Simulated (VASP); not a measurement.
Here is a VASP 6.6.1 calculation.

Contents of INCAR:

```
SYSTEM = Ru
  PREC = Accurate
  ENCUT = 520
  EDIFF = 1E-6
  ISMEAR = 0
  SIGMA = 0.15
  LREAL = .False.
  LASPH = .True.
  NELM = 60
  ALGO = Fast
  ISIF = 2
  LWAVE = .False.
  LCHARG = .False.
  GGA = PE
  NBANDS = 21
```

KPOINTS

```
Automatic mesh
0
Gamma
  24 24 12
  0 0 0
```

File POSCAR:

```
Ru
1.0
    2.7057993342      0.0000000000      0.0000000000
   -1.3528996671      2.3432909610      0.0000000000
    0.0000000000      0.0000000000      4.2819000000
Ru
2
Direct
    0.2693207961      0.5386415921      0.2500000000
    0.6666666667      0.3333333333      0.7500000000
```

Potentials or basis: VASP PAW PBE potentials, release 64 (Ru_pv).

Command:

```bash
$ cat potpaw_PBE.64/Ru_pv/POTCAR > POTCAR
$ mpirun -np 1 vasp_std > vasp.out
```

Q: What does it give for the band gap on the k mesh?

A: Zero (bands 14 and 15 overlap by 3.00 eV).

Q: Predict the largest force.

A: 2.160 eV/Å.

Q: Predict the pressure.

A: 8.3 GPa.

Stress tensor (GPa, compression positive):
```
11.50  0.00  0.00
 0.00 -0.19  0.00
 0.00  0.00 13.68
```

Caveat: the cell differs from its parent crystal (atom 1 (Ru) moved by (-0.300, +0.000) A along y and z); the stress differs along the axes, from -0 to 14 GPa; forces of over 1 eV/Å act on the atoms, so gaps and moduli don't describe the material at rest.
